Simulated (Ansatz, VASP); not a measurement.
**One calculation of CoO, two programs**

```
CELL_PARAMETERS angstrom
0.00000 2.16582 2.16582
2.16582 0.00000 2.16582
2.16582 2.16582 0.00000
ATOMIC_POSITIONS crystal
Co 0.00000 0.00000 0.00000
O 0.50000 0.50000 0.50000
```

Alike in both runs: task single point; functional PBE; k mesh 16 × 16 × 16; occupations gaussian, width 0.1 eV; collinear spin.

|  | VASP | Ansatz |
| --- | --- | --- |
| version | VASP 6.6.1 | Ansatz 0.2.0 |
| potentials or method | VASP PAW PBE potentials, release 64 (Co, O), cutoff 520 eV | scalar-relativistic, plane waves, PAW |
| valence electrons in the cell | 15 | 23 |

|  | VASP | Ansatz | Ansatz less VASP |
| --- | --- | --- | --- |
| gap on the k mesh at the Fermi level (eV) | none | none | - |
| pressure (GPa) | -9.5 | -9.2 | +0.32 |
| net moment per atom (μB) | 1.49 | 1.50 | +0.003 |
| size of the moment on the site where the two differ most (μB) | 2.62 | 2.55 | -0.066 |

Site moments also hang on the region over which each program counts them. A gap of «none» marks a metal or a gap that the smearing closes. VASP's potentials hold 15 valence electrons a cell and Ansatz's 23, so a difference there can come from the potentials and not from the codes.
